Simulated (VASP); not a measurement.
# TaN (C2/m) in VASP: notebook

Runs on TaN. Level: PBE. Tasks: single point.

Program: VASP 6.6.1. These are calculated values, not measurements. Logs are shortened: lines on timing, memory, paths and dates and some standing lists are left out, and cuts for length are marked.

## (1) The cell of the first run

It takes space group C2/m (No. 12, monoclinic). Conventional cell: a = 4.416 Å, b = 4.416 Å, c = 4.416 Å, α = 90.00°, β = 90.00°, γ = 90.00°. Ta (site symmetry m) has 6 N at 2.18 to 2.26 Å within 2.9 Å. Within 2.9 Å of N (site symmetry m) lie 6 Ta at 2.18 to 2.26 Å and 1 N at 2.86 Å.

## (2) Single point, PBE (mode 1 frozen in at -0.068 Å and mode 2 at -0.119 Å (largest displacements))

Contents of INCAR:

```
SYSTEM = TaN
PREC = Accurate
ENCUT = 520
EDIFF = 1E-7
ISMEAR = 0
SIGMA = 0.15
LREAL = .False.
LASPH = .True.
NELM = 80
ALGO = Normal
ISIF = 2
LWAVE = .False.
LCHARG = .False.
GGA = PE
NBANDS = 24
```

Contents of KPOINTS:

```
regular mesh
0
Gamma
  14 14 10
  0 0 0
```

Contents of POSCAR:

```
TaN
1.0
    0.0000000000     -2.2081122572     -2.2081122572
    0.0000000000      2.2081122572     -2.2081122572
    4.4162245144      0.0000000000      0.0000000000
Ta N
2 2
Direct
    0.5242747680      0.4757252320     -0.0068336334
   -0.0242747680      0.0242747680      0.5068336334
    0.4729406873      0.5270593127      0.4845569446
    0.0270593127     -0.0270593127      0.0154430554
```

Potentials or basis: VASP PAW PBE potentials, release 64 (Ta_pv, N).

Command:

```sh
cat potpaw_PBE.64/Ta_pv/POTCAR potpaw_PBE.64/N/POTCAR > POTCAR
mpirun -np 1 vasp_std > vasp.out
```

OUTCAR:

```text
SYSTEM = TaN
   PREC = Accurate
   ENCUT = 520
   EDIFF = 1E-7
   ISMEAR = 0
   LREAL = .False.
   LASPH = .True.
   NELM = 80
   ISIF = 2
   GGA = PE

 ion  position               nearest neighbor table
   1  0.524  0.476  0.993-   3 2.18   4 2.20   4 2.21   4 2.21   4 2.22   3 2.26   2 2.93   2 3.02
                             2 3.09   2 3.09   2 3.17   2 3.17   2 3.24   2 3.32
   2  0.976  0.024  0.507-   4 2.18   3 2.20   3 2.21   3 2.21   3 2.22   4 2.26   1 2.93   1 3.02
                             1 3.09   1 3.09   1 3.17   1 3.17   1 3.24   1 3.32
   3  0.473  0.527  0.485-   1 2.18   2 2.20   2 2.21   2 2.21   2 2.22   1 2.26
   4  0.027  0.973  0.015-   2 2.18   1 2.20   1 2.21   1 2.21   1 2.22   2 2.26

  LATTYP: Found a simple tetragonal cell.
 ALAT       =     3.1227423014
 C/A-ratio  =     1.4142135624

  Lattice vectors:

 A1 = (   0.0000000000,  -2.2081122572,  -2.2081122572)
 A2 = (   0.0000000000,   2.2081122572,  -2.2081122572)
 A3 = (   4.4162245144,   0.0000000000,   0.0000000000)

Analysis of symmetry for initial positions (statically):
=====================================================================
 Subroutine PRICEL returns:
 Original cell was already a primitive cell.

 Routine SETGRP: Setting up the symmetry group for a
 simple tetragonal supercell.

 Subroutine GETGRP returns: Found  4 space group operations
 (whereof  2 operations were pure point group operations)
 out of a pool of 16 trial point group operations.

The static configuration has the point symmetry C_1h.
 The point group associated with its full space group is C_2h.

Analysis of symmetry for dynamics (positions and initial velocities):
=====================================================================
 Subroutine PRICEL returns:
 Original cell was already a primitive cell.

 Routine SETGRP: Setting up the symmetry group for a
 simple tetragonal supercell.

 Subroutine GETGRP returns: Found  4 space group operations
 (whereof  2 operations were pure point group operations)
 out of a pool of 16 trial point group operations.

The dynamic configuration has the point symmetry C_1h.
 The point group associated with its full space group is C_2h.

 Subroutine INISYM returns: Found  4 space group operations
 (whereof  2 operations are pure point group operations),
 and found     1 'primitive' translations

----------------------------------------------------------------------------------------

                                     Primitive cell

  volume of cell :      43.0649

  direct lattice vectors                    reciprocal lattice vectors
     0.000000000 -2.208112257 -2.208112257     0.000000000 -0.226437763 -0.226437763
     0.000000000  2.208112257 -2.208112257     0.000000000  0.226437763 -0.226437763
     4.416224514  0.000000000  0.000000000     0.226437763  0.000000000  0.000000000

  length of vectors
     3.122742301  3.122742301  4.416224514     0.320231355  0.320231355  0.226437763

  position of ions in fractional coordinates (direct lattice)
     0.524274768  0.475725232  0.993166367
     0.975725232  0.024274768  0.506833633
     0.472940687  0.527059313  0.484556945
     0.027059313  0.972940687  0.015443055

  ion indices of the primitive-cell ions
   primitive index   ion index
                 1           1
                 2           2
                 3           3
                 4           4

----------------------------------------------------------------------------------------

 KPOINTS: regular mesh

Automatic generation of k-mesh.
 Grid dimensions read from file:
 generate k-points for:   14   14   10

 Generating k-lattice:

  Cartesian coordinates                     Fractional coordinates (reciprocal lattice)
     0.000000000 -0.016174126 -0.016174126     0.071428571  0.000000000  0.000000000
     0.000000000  0.016174126 -0.016174126     0.000000000  0.071428571  0.000000000
     0.022643776  0.000000000  0.000000000     0.000000000  0.000000000  0.100000000

  Length of vectors
     0.022873668  0.022873668  0.022643776

  Shift w.r.t. Gamma in fractional coordinates (k-lattice)
     0.000000000  0.000000000  0.000000000

 Subroutine IBZKPT returns following result:
 ===========================================

 Found    534 irreducible k-points:

 Following reciprocal coordinates:
            Coordinates               Weight
  0.000000  0.000000  0.000000      1.000000
  0.071429  0.000000  0.000000      4.000000
  0.142857  0.000000  0.000000      4.000000
  0.214286  0.000000  0.000000      4.000000
  0.285714  0.000000  0.000000      4.000000
  0.357143  0.000000  0.000000      4.000000
[... 16 lines left out ...]
 -0.142857  0.142857  0.000000      2.000000
  0.214286  0.142857  0.000000      4.000000
 [... further k-points ...]
   k-points           NKPTS =    534   k-points in BZ     NKDIM =    534   number of bands    NBANDS=     24
   number of dos      NEDOS =    301   number of ions     NIONS =      4
   total plane-waves  NPLWV =  20736
   dimension x,y,z NGX =    24 NGY =   24 NGZ =   36
   dimension x,y,z NGXF=    48 NGYF=   48 NGZF=   72
   ions per type =               2   2
   NGX,Y,Z   is equivalent  to a cutoff of  12.78, 12.78, 13.55 a.u.
   NGXF,Y,Z  is equivalent  to a cutoff of  25.55, 25.55, 27.10 a.u.
 SYSTEM =  TaN
   PREC   = accura    normal or accurate (medium, high low for compatibility)
   ISTART =      0    job   : 0-new  1-cont  2-samecut
   ICHARG =      2    charge: 1-file 2-atom 10-const
   ISPIN  =      1    spin polarized calculation?
   LNONCOLLINEAR =      F non collinear calculations
   LSORBIT =      F    spin-orbit coupling
   LASPH  =      T    aspherical Exc in radial PAW
   ENCUT  =  520.0 eV  38.22 Ry    6.18 a.u.   5.81  5.81  8.21*2*pi/ulx,y,z
   NELM   =     80;   NELMIN=  2; NELMDL= -5     # of ELM steps
   EDIFF  = 0.1E-06   stopping-criterion for ELM
   LREAL  =      F    real-space projection
   EDIFFG = 0.1E-05   stopping-criterion for IOM
   NSW    =      0    number of steps for IOM
   IBRION =     -1    ionic relax: 0-MD 1-quasi-New 2-CG
   NFREE  =      0    steps in history (QN), initial steepest desc. (CG)
   ISIF   =      2    stress and relaxation
   ISYM   =      2    0-nonsym 1-usesym 2-fastsym
   POTIM  = 0.5000    time-step for ionic-motion
   TEBEG  =    0.0;   TEEND  =   0.0 temperature during run
   PSTRESS=    0.0 pullay stress
   NELECT =      32.0000    total number of electrons
   NUPDOWN=      -1.0000    fix difference up-down
   EMIN   =  10.00;   EMAX   =-10.00  energy-range for DOS
   EFERMI =   0.00;   METHOD = LEGACY
   ISMEAR =     0;   SIGMA  =   0.15  broadening in eV -4-tet -1-fermi 0-gaus
   EFERMI_NEDOS =   21; number of points for ismear=-14 and -15
   IALGO  =     38    algorithm
   IMIX   =      4    mixing-type and parameters
     AMIX     =   0.40;   BMIX     =  1.00
     AMIX_MAG =   1.60;   BMIX_MAG =  1.00
  volume/ion in A,a.u.               =      10.77        72.65
  Fermi-wavevector in a.u.,A,eV,Ry     =   1.482804  2.802093 29.915225  2.198707
  Thomas-Fermi vector in A             =   2.596544
   LORBIT       =      0    0 simple, 1 ext, 2 COOP (PROOUT), +10 PAW based schemes
   GGA     = PE    functional components
   LHFCALC =     F    Hartree Fock is set to
   AEXX    =    0.0000 exact exchange contribution
   IVDW    =     0    specifies the selected vdW correction
   LEPSILON=     F    determine dielectric tensor
   LRPA    =     F    only Hartree local field effects (RPA)
 non-spin polarized calculation
 Gauss-broadening in eV      SIGMA  =   0.15
  energy-cutoff  :      520.00
  volume of cell :       43.06
 maximum number of plane-waves:      1208
   NGX = 11   NGY = 11   NGZ = 17

 number of electron      32.0000000 magnetization

 Free energy of the ion-electron system (eV)
  ---------------------------------------------------
  ext. energy  EPLUGINS =         0.00000000
  ---------------------------------------------------
  free energy    TOTEN  =       -43.74752610 eV

  energy without entropy =      -43.73028260  energy(sigma->0) =      -43.73890435

 E-fermi :   9.1810     XC(G=0): -13.3670

 val. band max:        9.1795130345   @ k =  -0.2143   0.2143   0.4000
 cond. band min:       9.1849818776   @ k =  -0.3571  -0.1429   0.1000
 fundamental gap:      0.0054688431
 Fermi energy:         9.1810457760

 k-point     1 :       0.0000    0.0000    0.0000
  band No.  band energies     occupation
      1     -27.0804      2.00000
      2     -26.7056      2.00000
      3     -26.6650      2.00000
      4     -26.4515      2.00000
      5     -26.3961      2.00000
      6     -26.3293      2.00000
[... 16 lines left out ...]
     23      12.5411      0.00000
     24      13.1493      0.00000

 k-point     2 :       0.0714    0.0000    0.0000
  band No.  band energies     occupation
      1     -27.0704      2.00000
      2     -26.7160      2.00000
      3     -26.6684      2.00000
      4     -26.4674      2.00000
      5     -26.4056      2.00000
      6     -26.3373      2.00000
[... 16 lines left out ...]
     23      12.4877      0.00000
     24      13.0906      0.00000

 k-point     3 :       0.1429    0.0000    0.0000
  band No.  band energies     occupation
      1     -27.0412      2.00000
      2     -26.7621      2.00000
      3     -26.6597      2.00000
      4     -26.5284      2.00000
      5     -26.4189      2.00000
      6     -26.3578      2.00000
[... 16 lines left out ...]
     23      12.5361      0.00000
     24      12.9327      0.00000
[... 514 lines left out ...]
 k-point    23 :      -0.1429    0.1429    0.0000
  band No.  band energies     occupation
      1     -27.0040      2.00000
      2     -26.7890      2.00000
      3     -26.6867      2.00000
      4     -26.5307      2.00000
      5     -26.5001      2.00000
      6     -26.3905      2.00000
[... 16 lines left out ...]
     23      12.7068      0.00000
     24      13.7771      0.00000

 k-point    24 :       0.2143    0.1429    0.0000
  band No.  band energies     occupation
      1     -26.9633      2.00000
      2     -26.8166      2.00000
      3     -26.7031      2.00000
      4     -26.6812      2.00000
      5     -26.4679      2.00000
      6     -26.4063      2.00000
[... 16 lines left out ...]
     23      13.0933      0.00000
     24      14.1590      0.00000

 [... further k-points ...]
[... 5 lines left out ...]
  --------------------------------------------------------------------------------------
  -------------------------------------------------------------------------------------
  Total       -0.0478167      1.5794292     -0.7060704     -0.2901169      0.0000000      0.0000000
  in kB       -1.7789638     58.7607486    -26.2684943    -10.7934459      0.0000000      0.0000000
  external PRESSURE =      10.2377635 kB  Pullay stress =       0.0000000 kB

 VOLUME and BASIS-vectors are now :
 -----------------------------------------------------------------------------
  energy-cutoff  :      520.00
  volume of cell :       43.06
      direct lattice vectors                 reciprocal lattice vectors
     0.000000000 -2.208112257 -2.208112257     0.000000000 -0.226437763 -0.226437763
     0.000000000  2.208112257 -2.208112257     0.000000000  0.226437763 -0.226437763
     4.416224514  0.000000000  0.000000000     0.226437763  0.000000000  0.000000000

 POSITION                                       TOTAL-FORCE (eV/Angst)
 -----------------------------------------------------------------------------------
      4.38605     -0.10720     -2.20811        -0.909029     -0.221893      0.000000
      2.23829     -2.10091     -2.20811         0.909029      0.221893      0.000000
      2.13991      0.11950     -2.20811         0.047667     -0.101485      0.000000
      0.06820      2.08861     -2.20811        -0.047667      0.101485      0.000000
 -----------------------------------------------------------------------------------
    total drift:                               -0.000000      0.000000     -0.000000

  FREE ENERGIE OF THE ION-ELECTRON SYSTEM (eV)
  ---------------------------------------------------
  free  energy   TOTEN  =       -43.7475261023 eV

  energy  without entropy=      -43.7302826028  energy(sigma->0) =      -43.73890435
```

Run time: 2.8 min. Hardware: 1 thread of Intel Xeon 6975P-C (Granite Rapids), shared host; peak memory 0.53 GiB.

Results:

```yaml
Free_energy: -43.7475 eV
Pressure: 1.0 GPa
Largest_force: 0.936 eV/Å
Band_gap_on_the_k_mesh: zero (band 16 reaches 10.93 eV, above the bottom of band 17 at 7.50 eV)
```

Forces in eV/Å, atoms in the order of the input:
```
Ta  -0.909 -0.222  0.000
Ta   0.909  0.222  0.000
N    0.048 -0.101  0.000
N   -0.048  0.101  0.000
```

Levels at points of the mesh, in eV from the Fermi level:
```csv
k point,band 13,band 14,band 15,band 16,band 17,band 18,band 19,band 20
"(0.00, 0.00, 0.00)",-3.65,-3.49,-3.48,-1.97,-1.69,-1.63,0.25,0.63
"(0.50, 0.00, 0.00)",-6.72,-5.62,-0.67,0.35,0.94,1.55,2.20,2.44
"(0.50, 0.50, 0.00)",-4.58,-4.37,-4.30,-3.72,2.42,2.57,3.60,3.71
"(0.00, 0.00, 0.50)",-4.35,-4.25,-3.98,-3.78,0.69,1.06,1.42,1.44
"(0.50, 0.00, 0.50)",-7.16,-7.09,1.70,1.75,1.89,2.02,2.09,2.15
"(0.50, 0.50, 0.50)",-6.14,-6.01,-0.80,-0.67,0.46,0.73,3.67,3.69
```

Caveat: the cell differs from its parent crystal (mode 1 frozen in at -0.068 Å and mode 2 at -0.119 Å (largest displacements)); spin-orbit coupling is left out, which moves the levels of the heavy elements.

## (3) Single point, PBE (mode 1 frozen in at +0.068 Å and mode 2 at +0.179 Å (largest displacements))

Contents of INCAR:

```
ALGO     = Normal         # electronic algorithm
EDIFF    = 1E-7           # SCF threshold, eV
ENCUT    = 520            # plane-wave cutoff, eV
GGA      = PE             # functional
ISIF     = 2              # what is computed and relaxed
ISMEAR   = 0              # smearing method
LASPH    = T              # aspherical terms in the spheres
LCHARG   = F              # write CHGCAR
LREAL    = F              # projectors in reciprocal space
LWAVE    = F              # write WAVECAR
NBANDS   = 24             # bands
NELM     = 80             # most SCF steps
PREC     = Accurate       # precision mode
SIGMA    = 0.15           # smearing width, eV
```

Contents of KPOINTS:

```
k-points
0
Gamma
  14 14 10
```

Contents of POSCAR:

```
TaN
1.0
    0.0000000000     -2.2081122572     -2.2081122572
    0.0000000000      2.2081122572     -2.2081122572
    4.4162245144      0.0000000000      0.0000000000
Ta N
2 2
Direct
    0.4635776912      0.5364223088      0.0068436534
    0.0364223088     -0.0364223088      0.4931563466
    0.5406002909      0.4593997091      0.5154656992
   -0.0406002909      0.0406002909     -0.0154656992
```

Potentials or basis: VASP PAW PBE potentials, release 64 (Ta_pv, N).

Command:

```sh
cat potpaw_PBE.64/Ta_pv/POTCAR potpaw_PBE.64/N/POTCAR > POTCAR
mpirun -np 1 vasp_std > vasp.out
```

OUTCAR:

```text
EDIFF = 1E-7
   ENCUT = 520
   GGA = PE
   ISIF = 2
   ISMEAR = 0
   LASPH = T
   LREAL = F
   NELM = 80
   PREC = Accurate

 ion  position               nearest neighbor table
   1  0.464  0.536  0.007-   4 2.19   3 2.20   4 2.21   4 2.21   4 2.23   3 2.27   2 2.86   2 2.95
                             2 3.10   2 3.10   2 3.18   2 3.18   2 3.32   2 3.40
   2  0.036  0.964  0.493-   3 2.19   4 2.20   3 2.21   3 2.21   3 2.23   4 2.27   1 2.86   1 2.95
                             1 3.10   1 3.10   1 3.18   1 3.18   1 3.32   1 3.40
[... 848 lines left out ...]
 [... further k-points ...]
[... 5 lines left out ...]
  --------------------------------------------------------------------------------------
  -------------------------------------------------------------------------------------
  Total       -0.3790765      2.4986409     -1.0604850     -0.3120251      0.0000000      0.0000000
  in kB      -14.1030827     92.9589043    -39.4540589    -11.6085159      0.0000000      0.0000000
  external PRESSURE =      13.1339209 kB  Pullay stress =       0.0000000 kB

 VOLUME and BASIS-vectors are now :
 -----------------------------------------------------------------------------
  energy-cutoff  :      520.00
  volume of cell :       43.06
      direct lattice vectors                 reciprocal lattice vectors
     0.000000000 -2.208112257 -2.208112257     0.000000000 -0.226437763 -0.226437763
     0.000000000  2.208112257 -2.208112257     0.000000000  0.226437763 -0.226437763
     4.416224514  0.000000000  0.000000000     0.226437763  0.000000000  0.000000000

 POSITION                                       TOTAL-FORCE (eV/Angst)
 -----------------------------------------------------------------------------------
      0.03022      0.16085     -2.20811         0.822570     -0.253952      0.000000
      2.17789      2.04726     -2.20811        -0.822570      0.253952      0.000000
      2.27641     -0.17930     -2.20811        -0.143513      0.406011      0.000000
      4.34792     -2.02881     -2.20811         0.143513     -0.406011      0.000000
 -----------------------------------------------------------------------------------
    total drift:                               -0.000000      0.000000     -0.000000

  FREE ENERGIE OF THE ION-ELECTRON SYSTEM (eV)
  ---------------------------------------------------
  free  energy   TOTEN  =       -43.7198250274 eV

  energy  without entropy=      -43.7035720899  energy(sigma->0) =      -43.71169856
```

OSZICAR:

```text
N       E                     dE             d eps       ncg     rms          rms(c)
DAV:   1     0.257985396397E+03    0.25799E+03   -0.17210E+04 25632   0.141E+03
DAV:   2    -0.368232208790E+02   -0.29481E+03   -0.28077E+03 30720   0.408E+02
DAV:   3    -0.493858365852E+02   -0.12563E+02   -0.12346E+02 32528   0.802E+01
DAV:   4    -0.495397760671E+02   -0.15394E+00   -0.15351E+00 28664   0.924E+00
DAV:   5    -0.495418728980E+02   -0.20968E-02   -0.20957E-02 33752   0.873E-01    0.329E+01
DAV:   6    -0.439276208693E+02    0.56143E+01   -0.22284E+01 30616   0.320E+01    0.140E+01
DAV:   7    -0.437756035263E+02    0.15202E+00   -0.12194E+00 28192   0.754E+00    0.876E+00
DAV:   8    -0.437308145763E+02    0.44789E-01   -0.27198E-01 32808   0.363E+00    0.127E+00
DAV:   9    -0.437199784618E+02    0.10836E-01   -0.38215E-02 30856   0.117E+00    0.244E-01
DAV:  10    -0.437199213518E+02    0.57110E-04   -0.25024E-03 30320   0.459E-01    0.819E-02
DAV:  11    -0.437198257441E+02    0.95608E-04   -0.26285E-04 31664   0.121E-01    0.167E-02
DAV:  12    -0.437198258433E+02   -0.99167E-07   -0.25710E-05 29328   0.369E-02    0.477E-03
DAV:  13    -0.437198254351E+02    0.40824E-06   -0.73412E-07 31520   0.636E-03    0.475E-03
DAV:  14    -0.437198251081E+02    0.32694E-06   -0.17407E-07 21192   0.292E-03    0.155E-03
DAV:  15    -0.437198250274E+02    0.80707E-07   -0.49454E-08 15840   0.157E-03
   1 F= -.43719825E+02 E0= -.43711699E+02  d E =-.162529E-01
```

stdout:

```text
POSCAR found type information on POSCAR TaN
 POSCAR found :  2 types and       4 ions
 scaLAPACK will be used
 LDA part: xc-table for (Slater+PW92), standard interpolation
 POSCAR, INCAR and KPOINTS ok, starting setup
 FFT: planning ... GRIDC
 FFT: planning ... GRID_SOFT
 FFT: planning ... GRID
 WAVECAR not read
 entering main loop
```

Run time: 3.8 min. Hardware: 1 thread of Intel Xeon 6975P-C (Granite Rapids), shared host; peak memory 0.53 GiB.

Results:

```
Free energy            : -43.7198 eV
Pressure               : 1.3 GPa
Largest force          : 0.861 eV/Å
Band gap on the k mesh : zero (band 16 reaches 10.60 eV, above the bottom of band 17 at 7.57 eV)
```

Forces in eV/Å, atoms in the order of the input:
```
Ta   0.823 -0.254  0.000
Ta  -0.823  0.254  0.000
N   -0.144  0.406  0.000
N    0.144 -0.406  0.000
```

Stress tensor (GPa, compression positive):
```
-1.41 -1.16  0.00
-1.16  9.30  0.00
 0.00  0.00 -3.95
```

Caveat: the cell differs from its parent crystal (mode 1 frozen in at +0.068 Å and mode 2 at +0.179 Å (largest displacements)); spin-orbit coupling is left out, which moves the levels of the heavy elements.
